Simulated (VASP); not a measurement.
A run of VASP 6.6.1 is set up as follows.

File INCAR:

```
PREC = Accurate
ENCUT = 600
EDIFF = 1E-7
ISMEAR = -1
SIGMA = 0.05
LREAL = F
LASPH = T
NELM = 60
ALGO = Normal
ISIF = 8
LWAVE = F
LCHARG = F
GGA = PS
IBRION = 2
NSW = 80
EDIFFG = -0.01
```

File KPOINTS:

```
regular mesh
0
Gamma
  7 7 7
```

The input POSCAR:

```
C3N4
1.0
    3.4567650000      0.0000000000      0.0000000000
    0.0000000000      3.4567650000      0.0000000000
    0.0000000000      0.0000000000      3.4567650000
C N
3 4
Direct
    0.0000000000      0.0000000000      0.5000000000
    0.5000000000      0.0000000000      0.0000000000
    0.0000000000      0.5000000000      0.0000000000
    0.2456870000      0.2456870000      0.7543130000
    0.7543130000      0.7543130000      0.7543130000
    0.2456870000      0.7543130000      0.2456870000
    0.7543130000      0.2456870000      0.2456870000
```

Potentials or basis: VASP PAW PBE potentials, release 64 (C, N).

Command:

```console
$ cat potpaw_PBE.64/C/POTCAR potpaw_PBE.64/N/POTCAR > POTCAR
$ mpirun -np 1 vasp_std > vasp.out
```

**Question.** Predict the space group after relaxing (to 0.05 Å).

**Answer.** P-43m (No. 215).

**Question.** Estimate the band gap on the k mesh.

**Answer.** 2.42 eV, direct.

**Question.** Estimate the relaxed volume.

**Answer.** 5.77 Å³/atom.

Step by step:
| step | energy change (eV) | largest force (eV/Å) | pressure (GPa) | volume (Å³) |
| --- | --- | --- | --- | --- |
| 1 | 0.0000 | 0.0475 | -8.72 | 41.31 |
| 2 | 0.0146 | 0.4089 | 11.74 | 39.42 |
| 3 | -0.0237 | 0.1436 | -0.17 | 40.46 |
| 4 | -0.0239 | 0.1290 | 0.05 | 40.37 |
| 5 | -0.0246 | 0.0012 | -0.06 | 40.41 |

Caveat: the PAW data sets were made with another functional, which shifts forces and pressure a little. A k mesh can miss the band edges.
